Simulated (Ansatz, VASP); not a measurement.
Sc2GaSbAs2 in VASP and in Ansatz

```xyz
6
Lattice="4.4148 0.0000 0.0000 0.0000 4.4148 0.0000 0.0000 0.0000 7.3682" Properties=species:S:1:pos:R:3 pbc="T T T"
Sc    2.2074    0.0000    2.3446
Sc    0.0000    2.2074    5.0236
Ga    0.0000    0.0000    0.0000
Sb    2.2074    2.2074    0.0000
As    2.2074    0.0000    6.1092
As    0.0000    2.2074    1.2590
```

Change from the starting cell: species swapped into the Nd2FeSi2Ru type (P-4m2, No. 115).

Alike in both runs: task relaxation of cell and atoms; functional PBE; k mesh 4 × 4 × 4; occupations gaussian, width 0.1 eV; no spin polarisation.

|  | VASP | Ansatz |
| --- | --- | --- |
| version | VASP 6.6.1 | Ansatz 0.2.0 |
| potentials or method | VASP PAW PBE potentials, release 64 (Sc_sv, Ga_d, Sb, As), cutoff 600 eV | scalar-relativistic, plane waves, PAW |
| valence electrons in the cell | 50 | 80 |

```csv
,VASP,Ansatz,Ansatz less VASP
"gap on the k mesh at the Fermi level, each at its own relaxed structure (eV)",none,none,-
relaxed volume (Å³/atom),25.24,20.98,-4.262
relaxed length of the cell vector where the two differ most in proportion (Å),5.387,7.887,+2.5001
```

A gap of «none» marks a metal or a gap that the smearing closes. One of these differences is far larger than is usual between the two programs; its cause wasn't traced. VASP's potentials hold 50 valence electrons a cell and Ansatz's 80, so a difference there can come from the potentials and not from the codes.

Spin-orbit coupling is off throughout.
